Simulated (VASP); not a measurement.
# BN (P6_3/mmc) in VASP: a series of runs

The runs below take BN through single point, with PBEsol.

Program: VASP 6.6.1. These are calculated values, not measurements. Logs are shortened: lines on timing, memory, paths and dates and some standing lists are left out, and cuts for length are marked.

## 1. The cell of the first run

Symmetry: P6_3/mmc, No. 194, hexagonal system. The conventional cell has a = 2.326 Å, b = 2.326 Å, c = 7.371 Å, α = 90.00°, β = 90.00°, γ = 120.00°. Within 1.8 Å of B (site symmetry -6m2) lie 3 N at 1.34 Å. N (site symmetry -6m2) has 3 B at 1.34 Å within 1.8 Å.

## 2. Single point, PBEsol (volume 8.631 Å^3 an atom, c/a of the conventional cell 3.1694)

Input file INCAR:

```
SYSTEM = BN
PREC = Accurate
ENCUT = 520
EDIFF = 1E-7
ISMEAR = 0
SIGMA = 0.05
LREAL = .FALSE.
LASPH = .TRUE.
NELM = 60
ALGO = Normal
ISIF = 2
LWAVE = .FALSE.
LCHARG = .TRUE.
GGA = PS
LELF = .TRUE.
LVHAR = .TRUE.
NBANDS = 16
```

Input file KPOINTS:

```
regular mesh
0
G
  12 12 4
  0 0 0
```

Input file POSCAR:

```
BN
1.0
    2.3256149337      0.0000000000      0.0000000000
   -1.1628074669      2.0140416120      0.0000000000
    0.0000000000      0.0000000000      7.3708039709
B N
2 2
Direct
    0.3333333333      0.6666666667      0.2500000000
    0.6666666667      0.3333333333      0.7500000000
    0.3333333333      0.6666666667      0.7500000000
    0.6666666667      0.3333333333      0.2500000000
```

Potentials or basis: VASP PAW PBE potentials, release 64 (B, N).

On the command line:

```
> cat potpaw_PBE.64/B/POTCAR potpaw_PBE.64/N/POTCAR > POTCAR
> mpirun -np 1 vasp_std > vasp.out
```

OUTCAR:

```text
SYSTEM = BN
   PREC = Accurate
   ENCUT = 520
   EDIFF = 1E-7
   ISMEAR = 0
   LREAL = .FALSE.
   LASPH = .TRUE.
   NELM = 60
   ISIF = 2
   GGA = PS

 ion  position               nearest neighbor table
   1  0.333  0.667  0.250-   4 1.34   4 1.34   4 1.34
   2  0.667  0.333  0.750-   3 1.34   3 1.34   3 1.34
   3  0.333  0.667  0.750-   2 1.34   2 1.34   2 1.34
   4  0.667  0.333  0.250-   1 1.34   1 1.34   1 1.34

  LATTYP: Found a hexagonal cell.
 ALAT       =     2.3256149337
 C/A-ratio  =     3.1694000000

  Lattice vectors:

 A1 = (   2.3256149337,   0.0000000000,   0.0000000000)
 A2 = (  -1.1628074669,   2.0140416120,   0.0000000000)
 A3 = (   0.0000000000,   0.0000000000,   7.3708039709)

Analysis of symmetry for initial positions (statically):
=====================================================================
 Subroutine PRICEL returns:
 Original cell was already a primitive cell.

 Routine SETGRP: Setting up the symmetry group for a
 hexagonal supercell.

 Subroutine GETGRP returns: Found 24 space group operations
 (whereof 12 operations were pure point group operations)
 out of a pool of 24 trial point group operations.

The static configuration has the point symmetry D_3d.
 The point group associated with its full space group is D_6h.

Analysis of symmetry for dynamics (positions and initial velocities):
=====================================================================
 Subroutine PRICEL returns:
 Original cell was already a primitive cell.

 Routine SETGRP: Setting up the symmetry group for a
 hexagonal supercell.

 Subroutine GETGRP returns: Found 24 space group operations
 (whereof 12 operations were pure point group operations)
 out of a pool of 24 trial point group operations.

The dynamic configuration has the point symmetry D_3d.
 The point group associated with its full space group is D_6h.

 Subroutine INISYM returns: Found 24 space group operations
 (whereof 12 operations are pure point group operations),
 and found     1 'primitive' translations

----------------------------------------------------------------------------------------

                                     Primitive cell

  volume of cell :      34.5240

  direct lattice vectors                    reciprocal lattice vectors
     2.325614934  0.000000000  0.000000000     0.429993799  0.248257036  0.000000000
    -1.162807467  2.014041612  0.000000000     0.000000000  0.496514071  0.000000000
     0.000000000  0.000000000  7.370803971     0.000000000  0.000000000  0.135670410

  length of vectors
     2.325614934  2.325614934  7.370803971     0.496514071  0.496514071  0.135670410

  position of ions in fractional coordinates (direct lattice)
     0.333333333  0.666666667  0.250000000
     0.666666667  0.333333333  0.750000000
     0.333333333  0.666666667  0.750000000
     0.666666667  0.333333333  0.250000000

  ion indices of the primitive-cell ions
   primitive index   ion index
                 1           1
                 2           2
                 3           3
                 4           4

----------------------------------------------------------------------------------------

 KPOINTS: regular mesh

Automatic generation of k-mesh.
 Grid dimensions read from file:
 generate k-points for:   12   12    4

 Generating k-lattice:

  Cartesian coordinates                     Fractional coordinates (reciprocal lattice)
     0.035832817  0.020688086  0.000000000     0.083333333  0.000000000  0.000000000
     0.000000000  0.041376173  0.000000000     0.000000000  0.083333333  0.000000000
     0.000000000  0.000000000  0.033917603     0.000000000  0.000000000  0.250000000

  Length of vectors
     0.041376173  0.041376173  0.033917603

  Shift w.r.t. Gamma in fractional coordinates (k-lattice)
     0.000000000  0.000000000  0.000000000

 Subroutine IBZKPT returns following result:
 ===========================================

 Found     57 irreducible k-points:

 Following reciprocal coordinates:
            Coordinates               Weight
  0.000000  0.000000  0.000000      1.000000
  0.083333 -0.000000  0.000000      6.000000
  0.166667 -0.000000  0.000000      6.000000
  0.250000 -0.000000  0.000000      6.000000
  0.333333 -0.000000  0.000000      6.000000
  0.416667 -0.000000  0.000000      6.000000
[... 16 lines left out ...]
  0.250000 -0.000000  0.250000     12.000000
  0.333333 -0.000000  0.250000     12.000000
 [... further k-points ...]
   k-points           NKPTS =     57   k-points in BZ     NKDIM =     57   number of bands    NBANDS=     16
   number of dos      NEDOS =    301   number of ions     NIONS =      4
   total plane-waves  NPLWV =  18144
   dimension x,y,z NGX =    18 NGY =   18 NGZ =   56
   dimension x,y,z NGXF=    36 NGYF=   36 NGZF=  112
   ions per type =               2   2
   NGX,Y,Z   is equivalent  to a cutoff of  12.87, 12.87, 12.63 a.u.
   NGXF,Y,Z  is equivalent  to a cutoff of  25.73, 25.73, 25.26 a.u.
 SYSTEM =  BN
   PREC   = accura    normal or accurate (medium, high low for compatibility)
   ISTART =      0    job   : 0-new  1-cont  2-samecut
   ICHARG =      2    charge: 1-file 2-atom 10-const
   ISPIN  =      1    spin polarized calculation?
   LNONCOLLINEAR =      F non collinear calculations
   LSORBIT =      F    spin-orbit coupling
   LASPH  =      T    aspherical Exc in radial PAW
   ENCUT  =  520.0 eV  38.22 Ry    6.18 a.u.   4.32  4.32 13.70*2*pi/ulx,y,z
   NELM   =     60;   NELMIN=  2; NELMDL= -5     # of ELM steps
   EDIFF  = 0.1E-06   stopping-criterion for ELM
   LREAL  =      F    real-space projection
   EDIFFG = 0.1E-05   stopping-criterion for IOM
   NSW    =      0    number of steps for IOM
   IBRION =     -1    ionic relax: 0-MD 1-quasi-New 2-CG
   NFREE  =      0    steps in history (QN), initial steepest desc. (CG)
   ISIF   =      2    stress and relaxation
   ISYM   =      2    0-nonsym 1-usesym 2-fastsym
   POTIM  = 0.5000    time-step for ionic-motion
   TEBEG  =    0.0;   TEEND  =   0.0 temperature during run
   PSTRESS=    0.0 pullay stress
   NELECT =      16.0000    total number of electrons
   NUPDOWN=      -1.0000    fix difference up-down
   EMIN   =  10.00;   EMAX   =-10.00  energy-range for DOS
   EFERMI =   0.00;   METHOD = LEGACY
   ISMEAR =     0;   SIGMA  =   0.05  broadening in eV -4-tet -1-fermi 0-gaus
   EFERMI_NEDOS =   21; number of points for ismear=-14 and -15
   IALGO  =     38    algorithm
   IMIX   =      4    mixing-type and parameters
     AMIX     =   0.40;   BMIX     =  1.00
     AMIX_MAG =   1.60;   BMIX_MAG =  1.00
  volume/ion in A,a.u.               =       8.63        58.24
  Fermi-wavevector in a.u.,A,eV,Ry     =   1.266896  2.394087 21.837713  1.605027
  Thomas-Fermi vector in A             =   2.400073
   LORBIT       =      0    0 simple, 1 ext, 2 COOP (PROOUT), +10 PAW based schemes
   GGA     = PS    functional components
   LHFCALC =     F    Hartree Fock is set to
   AEXX    =    0.0000 exact exchange contribution
   IVDW    =     0    specifies the selected vdW correction
   LEPSILON=     F    determine dielectric tensor
   LRPA    =     F    only Hartree local field effects (RPA)
 non-spin polarized calculation
 Gauss-broadening in eV      SIGMA  =   0.05
  energy-cutoff  :      520.00
  volume of cell :       34.52
 maximum number of plane-waves:       964
 NGX is ok and might be reduce to    18
   NGX =  9   NGY =  9   NGZ = 27

 number of electron      15.9999992 magnetization

 Free energy of the ion-electron system (eV)
  ---------------------------------------------------
  ext. energy  EPLUGINS =         0.00000000
  ---------------------------------------------------
  free energy    TOTEN  =       -35.04846902 eV

  energy without entropy =      -35.04846902  energy(sigma->0) =      -35.04846902

 E-fermi :   2.6292     XC(G=0):  -9.9958

 val. band max:        2.3561801012   @ k =   0.3333   0.3333   0.5000
 cond. band min:       6.6727876434   @ k =   0.0000   0.0000   0.0000
 fundamental gap:      4.3166075422
 Fermi energy:         2.6292364492

 k-point     1 :       0.0000    0.0000    0.0000
  band No.  band energies     occupation
      1     -16.7129      2.00000
      2     -16.5945      2.00000
      3      -4.7551      2.00000
      4      -3.6171      2.00000
      5       1.3687      2.00000
      6       1.3687      2.00000
[... 8 lines left out ...]
     15      15.8742      0.00000
     16      17.7374      0.00000

 k-point     2 :       0.0833   -0.0000    0.0000
  band No.  band energies     occupation
      1     -16.5557      2.00000
      2     -16.4394      2.00000
      3      -4.5339      2.00000
      4      -3.4066      2.00000
      5       0.7489      2.00000
      6       0.7508      2.00000
[... 8 lines left out ...]
     15      16.6134      0.00000
     16      17.1792      0.00000

 k-point     3 :       0.1667   -0.0000    0.0000
  band No.  band energies     occupation
      1     -16.0907      2.00000
      2     -15.9810      2.00000
      3      -3.8777      2.00000
      4      -2.7844      2.00000
      5      -0.8436      2.00000
      6      -0.8411      2.00000
[... 8 lines left out ...]
     15      17.9045      0.00000
     16      18.5744      0.00000

 k-point     4 :       0.2500   -0.0000    0.0000
  band No.  band energies     occupation
      1     -15.3425      2.00000
      2     -15.2440      2.00000
      3      -2.8972      2.00000
      4      -2.8885      2.00000
      5      -2.8140      2.00000
      6      -1.7849      2.00000
[... 8 lines left out ...]
     15      18.4134      0.00000
     16      21.4037      0.00000
[... 324 lines left out ...]
 k-point    22 :       0.1667   -0.0000    0.2500
  band No.  band energies     occupation
      1     -16.0750      2.00000
      2     -15.9974      2.00000
      3      -3.7367      2.00000
      4      -2.9681      2.00000
      5      -0.8416      2.00000
      6      -0.8398      2.00000
[... 8 lines left out ...]
     15      18.5799      0.00000
     16      18.6084      0.00000

 k-point    23 :       0.2500   -0.0000    0.2500
  band No.  band energies     occupation
      1     -15.3283      2.00000
      2     -15.2587      2.00000
      3      -2.9078      2.00000
      4      -2.8930      2.00000
      5      -2.6671      2.00000
      6      -1.9513      2.00000
[... 8 lines left out ...]
     15      19.9396      0.00000
     16      21.4047      0.00000

 k-point    24 :       0.3333   -0.0000    0.2500
  band No.  band energies     occupation
      1     -14.3642      2.00000
      2     -14.3066      2.00000
      3      -4.9829      2.00000
      4      -4.9695      2.00000
      5      -1.4294      2.00000
      6      -1.4195      2.00000
[... 8 lines left out ...]
     15      20.6009      0.00000
     16      22.1808      0.00000

 [... further k-points ...]

------------------------ aborting loop because EDIFF is reached ----------------------------------------

  FORCE on cell =-STRESS in cart. coord.  units (eV):
  Direction    XX          YY          ZZ          XY          YZ          ZX
  --------------------------------------------------------------------------------------
  -------------------------------------------------------------------------------------
  Total       21.4932793     21.4932793     -0.0903088     -0.0000000      0.0000000      0.0000000
  in kB      997.4523472    997.4523472     -4.1910183     -0.0000000      0.0000000      0.0000000
  external PRESSURE =     663.5712253 kB  Pullay stress =       0.0000000 kB

 VOLUME and BASIS-vectors are now :
 -----------------------------------------------------------------------------
  energy-cutoff  :      520.00
  volume of cell :       34.52
      direct lattice vectors                 reciprocal lattice vectors
     2.325614934  0.000000000  0.000000000     0.429993799  0.248257036  0.000000000
    -1.162807467  2.014041612  0.000000000     0.000000000  0.496514071  0.000000000
     0.000000000  0.000000000  7.370803971     0.000000000  0.000000000  0.135670410

 POSITION                                       TOTAL-FORCE (eV/Angst)
 -----------------------------------------------------------------------------------
     -0.00000      1.34269      1.84270         0.000000     -0.000000      0.000000
      1.16281      0.67135      5.52810        -0.000000      0.000000      0.000000
     -0.00000      1.34269      5.52810        -0.000000     -0.000000      0.000000
      1.16281      0.67135      1.84270         0.000000     -0.000000      0.000000
 -----------------------------------------------------------------------------------
    total drift:                               -0.000000      0.000000      0.000000

  FREE ENERGIE OF THE ION-ELECTRON SYSTEM (eV)
  ---------------------------------------------------
  free  energy   TOTEN  =       -35.0484690244 eV

  energy  without entropy=      -35.0484690244  energy(sigma->0) =      -35.04846902
```

Wall time 24 s (1 thread of Intel Xeon 6975P-C, shared host); peak memory 0.16 GiB.

Results:

| Quantity | Value |
| --- | --- |
| Free energy | -35.0485 eV |
| Pressure | 66.4 GPa |
| Band gap on the k mesh | 4.32 eV, indirect (least direct gap 5.15 eV) |

Stress tensor (GPa, compression positive):
```
99.75  0.00  0.00
 0.00 99.75  0.00
 0.00  0.00 -0.42
```

Caveat: the PAW data sets were made with another functional, which shifts forces and pressure a little; this functional lacks dispersion, which binds the layers, so the pressure and a relaxed spacing across them are unreliable.

## 3. Single point, PBEsol (volume 8.631 Å^3 an atom, c/a of the conventional cell 2.8780)

Input file INCAR:

```
  ALGO = Normal
  EDIFF = 1E-7
  ENCUT = 520
  GGA = PS
  ISIF = 2
  ISMEAR = 0
  LASPH = T
  LCHARG = F
  LREAL = F
  LWAVE = F
  NBANDS = 16
  NELM = 60
  PREC = Accurate
  SIGMA = 0.05
```

Input file KPOINTS:

```
k-points
0
Gamma
  12 12 4
```

Input file POSCAR:

```
BN
1.0
    2.4015956903      0.0000000000      0.0000000000
   -1.2007978452      2.0798428774      0.0000000000
    0.0000000000      0.0000000000      6.9117923966
B N
2 2
Direct
    0.3333333333      0.6666666667      0.2500000000
    0.6666666667      0.3333333333      0.7500000000
    0.3333333333      0.6666666667      0.7500000000
    0.6666666667      0.3333333333      0.2500000000
```

Potentials or basis: VASP PAW PBE potentials, release 64 (B, N).

On the command line:

```
> cat potpaw_PBE.64/B/POTCAR potpaw_PBE.64/N/POTCAR > POTCAR
> mpirun -np 1 vasp_std > vasp.out
```

Wall time 20 s (1 thread of Intel Xeon 6975P-C, shared host); peak memory 0.15 GiB.

The run converged. Its results:

| Property | Result |
| --- | --- |
| Free energy | -36.1004 eV |
| Pressure | 35.2 GPa |
| Band gap on the k mesh | 4.43 eV, indirect (least direct gap 4.90 eV) |

Stress tensor (GPa, compression positive):
```
52.80  0.00  0.00
 0.00 52.80  0.00
 0.00  0.00  0.14
```

Levels at points of the mesh, in eV from the valence-band top:
| k point | band 4 | band 5 | band 6 | band 7 | band 8 | band 9 | band 10 | band 11 | band 12 | band 13 |
| --- | --- | --- | --- | --- | --- | --- | --- | --- | --- | --- |
| (0.00, 0.00, 0.00) | -5.08 | -1.14 | -1.14 | -1.12 | -1.12 | 4.74 | 9.89 | 12.60 | 12.60 | 12.67 |
| (0.50, 0.00, 0.00) | -9.38 | -4.32 | -4.28 | -1.46 | -0.67 | 4.43 | 5.66 | 10.52 | 11.31 | 12.77 |
| (0.00, 0.00, 0.50) | -6.01 | -1.13 | -1.13 | -1.13 | -1.13 | 6.99 | 6.99 | 12.63 | 12.63 | 12.63 |
| (0.50, 0.00, 0.50) | -9.40 | -4.30 | -4.30 | -1.06 | -1.06 | 4.88 | 4.88 | 11.12 | 11.12 | 13.82 |

Caveat: the PAW data sets were made with another functional, which shifts forces and pressure a little; this functional lacks dispersion, which binds the layers, so the pressure and a relaxed spacing across them are unreliable. A k mesh can miss the band edges.
